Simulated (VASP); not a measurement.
Fe, 2 atoms in the cell. The structure is hexagonal, space group P6_3/mmc (No. 194). Conventional cell: a = 2.450 Å, b = 2.450 Å, c = 3.867 Å, α = 90.00°, β = 90.00°, γ = 120.00°. Within 3.2 Å of Fe (site symmetry -6m2) lie 12 Fe at 2.40 to 2.45 Å. This isn't the form of Fe at room conditions, which is bcc.

```yaml
Program: VASP 6.6.1
Task: single point
Functional: PBEsol
Potentials_or_basis: VASP PAW PBE potentials, release 64 (Fe)
Cutoff: 520 eV
k_mesh: 17 × 17 × 10
Occupations: fermi-dirac, width 0.08 eV
Spin: no spin polarisation
Dipole_correction: no
Further_INCAR_settings: ALGO = Normal; EDIFF = 1e-07; NBANDS = 15
```

Potentials or basis: VASP PAW PBE potentials, release 64 (Fe).

The run is started by

```console
$ cat potpaw_PBE.64/Fe/POTCAR > POTCAR
$ mpirun -np 1 vasp_std > vasp.out
```

Hardware: 1 thread of Intel Xeon 8259CL, with other jobs on the host.

**Question.** Estimate the wall time of this run.

**Answer.** It took 120 s on 1 thread of Intel Xeon 8259CL (shared host), peak memory 0.16 GiB. Counts: scf iterations 15, k points 198.
